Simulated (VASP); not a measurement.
# Si (a cell with a defect): relaxation of the atoms with PBE

Si (a cell with a defect):

```
Si
1.0
     0.00000    5.43000    5.43000
     5.43000    0.00000    5.43000
     5.43000    5.43000    0.00000
Si
17
Direct
  0.00000 0.00000 0.00000
  0.12500 0.12500 0.12500
  0.00000 0.00000 0.50000
  0.12500 0.12500 0.62500
  0.00000 0.50000 0.00000
  0.12500 0.62500 0.12500
  0.00000 0.50000 0.50000
  0.12500 0.62500 0.62500
  0.50000 0.00000 0.00000
  0.62500 0.12500 0.12500
  0.50000 0.00000 0.50000
  0.62500 0.12500 0.62500
  0.50000 0.50000 0.00000
  0.62500 0.62500 0.12500
  0.50000 0.50000 0.50000
  0.62500 0.62500 0.62500
  0.38349 0.87857 0.37185
```

```yaml
Program: VASP 6.6.1
Task: relaxation of the atoms
Functional: PBE
Potentials_or_basis: VASP PAW PBE potentials, release 64 (Si)
Cutoff: 520 eV
k_mesh: 2 × 2 × 2
Occupations: gaussian, width 0.02 eV
Spin: no spin polarisation
Dipole_correction: no
Further_INCAR_settings: LREAL = Auto; ALGO = Normal; EDIFF = 1e-06; IBRION = 2; EDIFFG = -0.03; NSW = 80
```

The energy gained by relaxing is 8.4 meV/atom and the ionic steps are 7. The pressure after relaxing is 5.4 GPa and the largest force after relaxing is 0.025 eV/Å. The band gap on the k mesh is zero (bands 34 and 35 overlap by 0.25 eV).

Forces in eV/Å, atoms in the order of the input:
```
Si   0.006 -0.008 -0.003
Si  -0.012  0.010  0.006
Si   0.017 -0.013 -0.007
Si  -0.009  0.016  0.013
Si   0.008  0.004  0.001
Si  -0.001 -0.001 -0.003
Si   0.000 -0.004 -0.005
Si  -0.006  0.002  0.009
Si  -0.007 -0.001  0.020
Si   0.005  0.004 -0.012
Si  -0.008 -0.001  0.007
Si   0.005 -0.003 -0.012
Si  -0.009  0.007  0.002
Si   0.010 -0.010  0.001
Si  -0.014  0.019 -0.001
Si   0.012 -0.011  0.008
Si   0.003 -0.008 -0.023
```

The path:
```
step  energy change (eV)  largest force (eV/Å)  pressure (GPa)
   1              0.0000                1.2639            5.85
   2             -0.1366                0.1997            5.36
   3             -0.1368                0.2232            5.34
   4             -0.1414                0.0973            5.34
   5             -0.1414                0.1018            5.34
   6             -0.1425                0.0519            5.35
   7             -0.1426                0.0246            5.35
```

Final structure:
```
Si
1.0
     0.00000    5.43000    5.43000
     5.43000    0.00000    5.43000
     5.43000    5.43000    0.00000
Si
17
Cartesian
  5.4244 0.0062 5.4258
  1.3569 1.3247 1.3588
  2.7305 8.1296 5.4145
  4.1059 4.0738 1.3591
  2.7186 0.0043 2.7201
  4.0725 1.3572 4.0717
  5.4254 2.7111 2.7209
  6.7873 4.0730 4.0407
  5.4045 8.1191 2.7398
  1.3580 4.0732 4.1072
  2.7461 5.4605 2.7449
  4.0728 6.7946 4.0887
  2.7214 2.7092 5.4250
  4.0391 4.0724 6.7885
  5.4104 5.4495 5.4100
  6.7884 6.8215 6.7889
  6.7877 4.0816 6.8085
```

Levels at points of the mesh, in eV from the Fermi level:
| k point | band 30 | band 31 | band 32 | band 33 | band 34 | band 35 | band 36 | band 37 | band 38 | band 39 |
| --- | --- | --- | --- | --- | --- | --- | --- | --- | --- | --- |
| (0.00, 0.00, 0.00) | -1.76 | -0.83 | -0.83 | -0.83 | -0.26 | -0.25 | -0.24 | 0.08 | 0.08 | 0.39 |
| (0.50, 0.00, 0.00) | -1.59 | -1.58 | -1.44 | -1.44 | -0.35 | 0.52 | 0.53 | 0.89 | 0.89 | 1.28 |
| (0.00, 0.50, 0.00) | -1.59 | -1.57 | -1.44 | -1.44 | -0.35 | 0.52 | 0.54 | 0.89 | 0.89 | 1.28 |
| (0.00, 0.00, 0.50) | -1.59 | -1.57 | -1.44 | -1.44 | -0.35 | 0.52 | 0.54 | 0.88 | 0.89 | 1.28 |
| (0.50, 0.50, 0.50) | -1.59 | -1.58 | -1.44 | -1.44 | -0.35 | 0.52 | 0.54 | 0.88 | 0.88 | 1.28 |
| (0.50, 0.50, 0.00) | -2.04 | -2.04 | -1.90 | -1.00 | 0.01 | 0.71 | 1.01 | 1.02 | 1.14 | 1.89 |
| (0.00, 0.50, 0.50) | -2.04 | -2.04 | -1.90 | -1.00 | 0.01 | 0.71 | 1.02 | 1.02 | 1.14 | 1.89 |
| (0.50, 0.00, 0.50) | -2.04 | -2.04 | -1.90 | -1.00 | 0.01 | 0.71 | 1.01 | 1.02 | 1.14 | 1.89 |

Run time: 82 s on 1 × NVIDIA H100 80GB with 1 thread of Intel(R) Xeon(R) Platinum 8481C CPU @ 2.70GHz (Sapphire Rapids), on a shared host, peak memory 1.4 GiB.

Caveat: the k points lie up to 0.50 Å⁻¹ apart.
